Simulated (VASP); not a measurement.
## Sc: single point with PBEsol

Sc:

```xyz
1
Lattice="-1.8664 1.8664 2.3645 1.8664 -1.8664 2.3645 1.8664 1.8664 -2.3645" Properties=species:S:1:pos:R:3 pbc="T T T"
Sc    0.0000    0.0000    0.0000
```

```
Program                : VASP 6.6.1
Task                   : single point
Functional             : PBEsol
Potentials or basis    : VASP PAW PBE potentials, release 64 (Sc_sv)
Cutoff                 : 520 eV
k mesh                 : 11 × 11 × 11
Occupations            : methfessel-paxton, width 0.15 eV
Spin                   : no spin polarisation
Dipole correction      : no
Further INCAR settings : ALGO = Normal; EDIFF = 1e-06; NBANDS = 12
```

```
Pressure               : -10.5 GPa
Band gap on the k mesh : zero (an odd number of electrons rules out a gap without spin polarisation)
```

Stress tensor (GPa, compression positive):
```
-11.04   0.00   0.00
  0.00 -11.04   0.00
  0.00   0.00  -9.30
```

Levels at points of the mesh, in eV from the Fermi level:
| k point | band 3 | band 4 | band 5 | band 6 | band 7 | band 8 |
| --- | --- | --- | --- | --- | --- | --- |
| (0.00, 0.00, 0.00) | -28.62 | -28.62 | -4.56 | 1.03 | 1.03 | 1.48 |

Run time: 26 s on 1 thread of Intel(R) Xeon(R) Platinum 8488C (Sapphire Rapids) (shared host), peak memory 0.18 GiB.

Caveat: the cell stands under tension; the PAW data sets were made with another functional, which shifts forces and pressure a little.
